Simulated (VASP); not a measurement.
The system is ZnHOF.

```
Zn H O F
1.0
    10.22800    0.00000    0.00000
     0.00000    3.11250    0.00000
     0.00000    0.00000    4.71650
Zn H O F
4 4 4 4
Cartesian
  1.3117 2.3344 2.4755
  3.8023 0.7781 0.1172
  6.4257 2.3344 4.5993
  8.9163 0.7781 2.2410
  9.3493 2.3344 4.2620
  5.9927 0.7781 1.9038
  4.2353 2.3344 2.8127
  0.8787 0.7781 0.4545
  4.5189 2.3344 3.7507
  0.5951 0.7781 1.3925
  9.6329 2.3344 3.3240
  5.7091 0.7781 0.9658
  1.9797 0.7781 3.7824
  3.1343 2.3344 1.4242
  7.0937 0.7781 3.2923
  8.2483 2.3344 0.9341
```

Base run:

- Program: VASP 6.6.1
- Functional: r2SCAN
- Potentials or basis: VASP PAW PBE potentials, release 64 (Zn, H, O, F)
- Cutoff: 520 eV
- k mesh: 2 × 7 × 5
- Occupations: fermi-dirac, width 0.02 eV
- Spin: no spin polarisation

Its results: band gap on the k mesh 3.27 eV, direct; pressure -0.7 GPa; largest force 0.308 eV/Å.

Problem. The run is repeated on the same cell with these changes: functional from r2SCAN to PBE; further incar settings from LREAL = Auto; ALGO = Normal; EDIFF = 1e-08; NBANDS = 66 to LREAL = Auto; ALGO = Normal; EDIFF = 1e-06; NBANDS = 66. What comes out?

Solution. Band gap on the k mesh 2.68 eV, direct; pressure 5.3 GPa; largest force 0.082 eV/Å.

Caveats: the PAW data sets were made with another functional, which shifts forces and pressure a little (some runs).

